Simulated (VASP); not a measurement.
# Sn (I4_1/amd) in VASP: a series of runs

Runs on Sn. Level: r2SCAN. Tasks: single point.

All numbers are computed with VASP 6.6.1; they aren't measurements. Logs are shortened: lines on timing, memory, paths and dates and some standing lists are left out, and cuts for length are marked.

## Step 1: The cell of the first run

Symmetry: I4_1/amd, No. 141, tetragonal system. The conventional cell has a = 5.859 Å, b = 5.859 Å, c = 3.214 Å, α = 90.00°, β = 90.00°, γ = 90.00°. Sn (site symmetry -4m2) has 10 Sn at 3.04 to 3.79 Å within 4.0 Å.

## Step 2: Single point, r2SCAN

POSCAR reads:

```
Sn
1.0
   -2.9293956015      2.9293956015      1.6072172069
    2.9293956015     -2.9293956015      1.6072172069
    2.9293956015      2.9293956015     -1.6072172069
Sn
2
Direct
    0.7500000000      0.2500000000      0.5000000000
    0.0000000000      0.0000000000      0.0000000000
```

INCAR.step1 reads:

```
SYSTEM = Sn
PREC     = Accurate       ! precision mode
ENCUT    = 520            ! plane-wave cutoff, eV
ISMEAR   = 0              ! smearing method
SIGMA    = 0.1            ! smearing width, eV
LREAL    = .FALSE.        ! projectors in reciprocal space
LASPH    = .TRUE.         ! aspherical terms in the spheres
NELM     = 60             ! most SCF steps
NBANDS   = 21             ! bands
GGA      = PE             ! functional
ALGO     = Normal         ! electronic algorithm
EDIFF    = 1E-4           ! SCF threshold, eV
LWAVE    = .TRUE.         ! write WAVECAR
LCHARG   = .FALSE.        ! write CHGCAR
```

INCAR.step2 reads:

```
SYSTEM = Sn
PREC     = Accurate       ! precision mode
ENCUT    = 520            ! plane-wave cutoff, eV
EDIFF    = 1E-7           ! SCF threshold, eV
ISMEAR   = 0              ! smearing method
SIGMA    = 0.1            ! smearing width, eV
LREAL    = .FALSE.        ! projectors in reciprocal space
LASPH    = .TRUE.         ! aspherical terms in the spheres
NELM     = 60             ! most SCF steps
ALGO     = Normal         ! electronic algorithm
ISIF     = 2              ! what is computed and relaxed
LWAVE    = .FALSE.        ! write WAVECAR
LCHARG   = .TRUE.         ! write CHGCAR
METAGGA  = R2SCAN         ! meta-GGA
LMIXTAU  = .TRUE.       
LELF     = .TRUE.         ! ELF
LVHAR    = .TRUE.       
NBANDS   = 21             ! bands
ISTART   = 1
```

KPOINTS reads:

```
regular mesh
0
G
  14 14 14
  0 0 0
```

Potentials or basis: VASP PAW PBE potentials, release 64 (Sn_d).

Command:

```sh
$ cat potpaw_PBE.64/Sn_d/POTCAR > POTCAR
$ cp INCAR.step1 INCAR
$ mpirun -np 1 vasp_std > vasp.out
$ cp INCAR.step2 INCAR
$ mpirun -np 1 vasp_std > vasp.out
```

OUTCAR:

```text
SYSTEM = Sn
   PREC = Accurate
   ENCUT = 520
   EDIFF = 1E-7
   ISMEAR = 0
   LREAL = .FALSE.
   LASPH = .TRUE.
   NELM = 60
   ISIF = 2
   METAGGA = R2SCAN
   ISTART = 1

 ion  position               nearest neighbor table
   1  0.750  0.250  0.500-   2 3.04   2 3.04   2 3.04   2 3.04
   2  0.000  0.000  0.000-   1 3.04   1 3.04   1 3.04   1 3.04

  LATTYP: Found a body centered tetragonal cell.
 ALAT       =     5.8587912030
 C/A-ratio  =     0.5486514713

  Lattice vectors:

 A1 = (  -2.9293956015,   2.9293956015,   1.6072172069)
 A2 = (   2.9293956015,  -2.9293956015,   1.6072172069)
 A3 = (   2.9293956015,   2.9293956015,  -1.6072172069)

Analysis of symmetry for initial positions (statically):
=====================================================================
 Subroutine PRICEL returns:
 Original cell was already a primitive cell.

 Routine SETGRP: Setting up the symmetry group for a
 body centered tetragonal supercell.

 Subroutine GETGRP returns: Found 16 space group operations
 (whereof  8 operations were pure point group operations)
 out of a pool of 16 trial point group operations.

The static configuration has the point symmetry D_2d.
 The point group associated with its full space group is D_4h.

Analysis of symmetry for dynamics (positions and initial velocities):
=====================================================================
 Subroutine PRICEL returns:
 Original cell was already a primitive cell.

 Routine SETGRP: Setting up the symmetry group for a
 body centered tetragonal supercell.

 Subroutine GETGRP returns: Found 16 space group operations
 (whereof  8 operations were pure point group operations)
 out of a pool of 16 trial point group operations.

The dynamic configuration has the point symmetry D_2d.
 The point group associated with its full space group is D_4h.

 Subroutine INISYM returns: Found 16 space group operations
 (whereof  8 operations are pure point group operations),
 and found     1 'primitive' translations

----------------------------------------------------------------------------------------

                                     Primitive cell

  volume of cell :      55.1684

  direct lattice vectors                    reciprocal lattice vectors
    -2.929395602  2.929395602  1.607217207     0.000000000  0.170683673  0.311096719
     2.929395602 -2.929395602  1.607217207     0.170683673  0.000000000  0.311096719
     2.929395602  2.929395602 -1.607217207     0.170683673  0.170683673  0.000000000

  length of vectors
     4.443631885  4.443631885  4.443631885     0.354843747  0.354843747  0.241383165

  position of ions in fractional coordinates (direct lattice)
     0.750000000  0.250000000  0.500000000
     0.000000000  0.000000000  0.000000000

  ion indices of the primitive-cell ions
   primitive index   ion index
                 1           1
                 2           2

----------------------------------------------------------------------------------------

 KPOINTS: regular mesh

Automatic generation of k-mesh.
 Grid dimensions read from file:
 generate k-points for:   14   14   14

 Generating k-lattice:

  Cartesian coordinates                     Fractional coordinates (reciprocal lattice)
     0.000000000  0.012191691  0.022221194     0.071428571  0.000000000 -0.000000000
     0.012191691  0.000000000  0.022221194     0.000000000  0.071428571 -0.000000000
     0.012191691  0.012191691  0.000000000     0.000000000  0.000000000  0.071428571

  Length of vectors
     0.025345982  0.025345982  0.017241655

  Shift w.r.t. Gamma in fractional coordinates (k-lattice)
     0.000000000  0.000000000  0.000000000

 Subroutine IBZKPT returns following result:
 ===========================================

 Found    244 irreducible k-points:

 Following reciprocal coordinates:
            Coordinates               Weight
  0.000000  0.000000  0.000000      1.000000
  0.071429  0.000000  0.000000      8.000000
  0.142857  0.000000  0.000000      8.000000
  0.214286  0.000000 -0.000000      8.000000
  0.285714  0.000000 -0.000000      8.000000
  0.357143 -0.000000  0.000000      8.000000
[... 16 lines left out ...]
  0.214286  0.142857  0.000000     16.000000
  0.285714  0.142857 -0.000000     16.000000
 [... further k-points ...]
   k-points           NKPTS =    244   k-points in BZ     NKDIM =    244   number of bands    NBANDS=     21
   number of dos      NEDOS =    301   number of ions     NIONS =      2
   total plane-waves  NPLWV =  46656
   dimension x,y,z NGX =    36 NGY =   36 NGZ =   36
   dimension x,y,z NGXF=    72 NGYF=   72 NGZF=   72
   ions per type =               2
   NGX,Y,Z   is equivalent  to a cutoff of  13.47, 13.47, 13.47 a.u.
   NGXF,Y,Z  is equivalent  to a cutoff of  26.94, 26.94, 26.94 a.u.
 SYSTEM =  Sn
   PREC   = accura    normal or accurate (medium, high low for compatibility)
   ISTART =      1    job   : 0-new  1-cont  2-samecut
   ICHARG =      0    charge: 1-file 2-atom 10-const
   ISPIN  =      1    spin polarized calculation?
   LNONCOLLINEAR =      F non collinear calculations
   LSORBIT =      F    spin-orbit coupling
   LASPH  =      T    aspherical Exc in radial PAW
   ENCUT  =  520.0 eV  38.22 Ry    6.18 a.u.   8.26  8.26  8.26*2*pi/ulx,y,z
   NELM   =     60;   NELMIN=  2; NELMDL=  0     # of ELM steps
   EDIFF  = 0.1E-06   stopping-criterion for ELM
   LREAL  =      F    real-space projection
   EDIFFG = 0.1E-05   stopping-criterion for IOM
   NSW    =      0    number of steps for IOM
   IBRION =     -1    ionic relax: 0-MD 1-quasi-New 2-CG
   NFREE  =      0    steps in history (QN), initial steepest desc. (CG)
   ISIF   =      2    stress and relaxation
   ISYM   =      2    0-nonsym 1-usesym 2-fastsym
   POTIM  = 0.5000    time-step for ionic-motion
   TEBEG  =    0.0;   TEEND  =   0.0 temperature during run
   PSTRESS=    0.0 pullay stress
   NELECT =      28.0000    total number of electrons
   NUPDOWN=      -1.0000    fix difference up-down
   EMIN   =  10.00;   EMAX   =-10.00  energy-range for DOS
   EFERMI =   0.00;   METHOD = LEGACY
   ISMEAR =     0;   SIGMA  =   0.10  broadening in eV -4-tet -1-fermi 0-gaus
   EFERMI_NEDOS =   21; number of points for ismear=-14 and -15
   IALGO  =     38    algorithm
   IMIX   =      4    mixing-type and parameters
     AMIX     =   0.40;   BMIX     =  1.00
     AMIX_MAG =   1.60;   BMIX_MAG =  1.00
  volume/ion in A,a.u.               =      27.58       186.15
  Fermi-wavevector in a.u.,A,eV,Ry     =   1.305862  2.467721 23.201685  1.705276
  Thomas-Fermi vector in A             =   2.436703
   LORBIT       =      0    0 simple, 1 ext, 2 COOP (PROOUT), +10 PAW based schemes
   METAGGA = R2SCAN    functional components
   LHFCALC =     F    Hartree Fock is set to
   AEXX    =    0.0000 exact exchange contribution
   IVDW    =     0    specifies the selected vdW correction
   LEPSILON=     F    determine dielectric tensor
   LRPA    =     F    only Hartree local field effects (RPA)
 non-spin polarized calculation
 Gauss-broadening in eV      SIGMA  =   0.10
  energy-cutoff  :      520.00
  volume of cell :       55.17
 maximum number of plane-waves:      1502
 NGX is ok and might be reduce to    36
   NGX = 17   NGY = 17   NGZ = 17

 number of electron      27.9999992 magnetization

 Free energy of the ion-electron system (eV)
  ---------------------------------------------------
  ext. energy  EPLUGINS =         0.00000000
  ---------------------------------------------------
  free energy    TOTEN  =       -49.24352342 eV

  energy without entropy =      -49.23833629  energy(sigma->0) =      -49.24092985

 E-fermi :   7.6967     XC(G=0): -11.0423

 val. band max:        7.6964021121   @ k =   0.1429   0.1429   0.0000
 cond. band min:       7.7035911533   @ k =   0.1429   0.1429   0.1429
 fundamental gap:      0.0071890412
 Fermi energy:         7.6967474333

 k-point     1 :       0.0000    0.0000    0.0000
  band No.  band energies     occupation
      1     -14.6259      2.00000
      2     -14.5285      2.00000
      3     -14.4891      2.00000
      4     -14.4732      2.00000
      5     -14.3239      2.00000
      6     -14.3238      2.00000
[... 13 lines left out ...]
     20      18.0279      0.00000
     21      18.6298      0.00000

 k-point     2 :       0.0714    0.0000    0.0000
  band No.  band energies     occupation
      1     -14.6227      2.00000
      2     -14.5184      2.00000
      3     -14.4853      2.00000
      4     -14.4613      2.00000
      5     -14.3315      2.00000
      6     -14.3304      2.00000
[... 13 lines left out ...]
     20      17.7359      0.00000
     21      17.9509      0.00000

 k-point     3 :       0.1429    0.0000    0.0000
  band No.  band energies     occupation
      1     -14.6128      2.00000
      2     -14.4915      2.00000
      3     -14.4746      2.00000
      4     -14.4317      2.00000
      5     -14.3486      2.00000
      6     -14.3387      2.00000
[... 13 lines left out ...]
     20      16.5996      0.00000
     21      16.8694      0.00000

 k-point     4 :       0.2143    0.0000   -0.0000
  band No.  band energies     occupation
      1     -14.5977      2.00000
      2     -14.4593      2.00000
      3     -14.4586      2.00000
      4     -14.4064      2.00000
      5     -14.3693      2.00000
      6     -14.3336      2.00000
[... 13 lines left out ...]
     20      15.6940      0.00000
     21      16.7046      0.00000

 k-point     5 :       0.2857    0.0000   -0.0000
  band No.  band energies     occupation
      1     -14.5805      2.00000
      2     -14.4445      2.00000
      3     -14.4368      2.00000
      4     -14.4095      2.00000
      5     -14.3870      2.00000
      6     -14.3456      2.00000
[... 13 lines left out ...]
     20      15.0616      0.00000
     21      17.2079      0.00000
[... 382 lines left out ...]
     20      18.2950      0.00000
     21      18.5020      0.00000

 k-point    22 :       0.1429    0.1429    0.0000
  band No.  band energies     occupation
      1     -14.5916      2.00000
      2     -14.4510      2.00000
      3     -14.4352      2.00000
      4     -14.3875      2.00000
      5     -14.3712      2.00000
      6     -14.3604      2.00000
[... 13 lines left out ...]
     20      15.5050      0.00000
     21      15.9542      0.00000

 k-point    23 :       0.2143    0.1429    0.0000
  band No.  band energies     occupation
      1     -14.5784      2.00000
      2     -14.4431      2.00000
      3     -14.4351      2.00000
      4     -14.3935      2.00000
      5     -14.3850      2.00000
      6     -14.3708      2.00000
[... 13 lines left out ...]
     20      15.3098      0.00000
     21      16.3863      0.00000

 k-point    24 :       0.2857    0.1429   -0.0000
  band No.  band energies     occupation
      1     -14.5669      2.00000
      2     -14.4544      2.00000
      3     -14.4239      2.00000
      4     -14.4161      2.00000
      5     -14.3816      2.00000
      6     -14.3753      2.00000
[... 13 lines left out ...]
     20      15.8438      0.00000
     21      17.2371      0.00000

 [... further k-points ...]
[... 5 lines left out ...]
  --------------------------------------------------------------------------------------
  -------------------------------------------------------------------------------------
  Total       -0.0076344     -0.0076344     -0.0070468      0.0000000      0.0000000      0.0000000
  in kB       -0.2217152     -0.2217152     -0.2046510      0.0000000      0.0000000      0.0000000
  external PRESSURE =      -0.2160272 kB  Pullay stress =       0.0000000 kB

 VOLUME and BASIS-vectors are now :
 -----------------------------------------------------------------------------
  energy-cutoff  :      520.00
  volume of cell :       55.17
      direct lattice vectors                 reciprocal lattice vectors
    -2.929395602  2.929395602  1.607217207     0.000000000  0.170683673  0.311096719
     2.929395602 -2.929395602  1.607217207     0.170683673  0.000000000  0.311096719
     2.929395602  2.929395602 -1.607217207     0.170683673  0.170683673  0.000000000

 POSITION                                       TOTAL-FORCE (eV/Angst)
 -----------------------------------------------------------------------------------
     -0.00000      2.92940      0.80361         0.000000     -0.000000      0.000000
      0.00000      0.00000      0.00000        -0.000000      0.000000     -0.000000
 -----------------------------------------------------------------------------------
    total drift:                               -0.000000      0.000000     -0.000000

  FREE ENERGIE OF THE ION-ELECTRON SYSTEM (eV)
  ---------------------------------------------------
  free  energy   TOTEN  =       -49.2435234162 eV

  energy  without entropy=      -49.2383362861  energy(sigma->0) =      -49.24092985
```

Run time: 7.2 min. Hardware: 1 thread of Intel Xeon 6975P-C (Granite Rapids), shared host; peak memory 0.37 GiB.

Results:

```
Free energy            : -49.2435 eV
Pressure               : 0.0 GPa
Band gap on the k mesh : zero (bands 14 and 15 overlap by 4.18 eV)
```

Caveat: the PAW data sets were made with another functional, which shifts forces and pressure a little; spin-orbit coupling is left out, which moves the levels of the heavy elements.

(Part 1 of 2 ends here.)
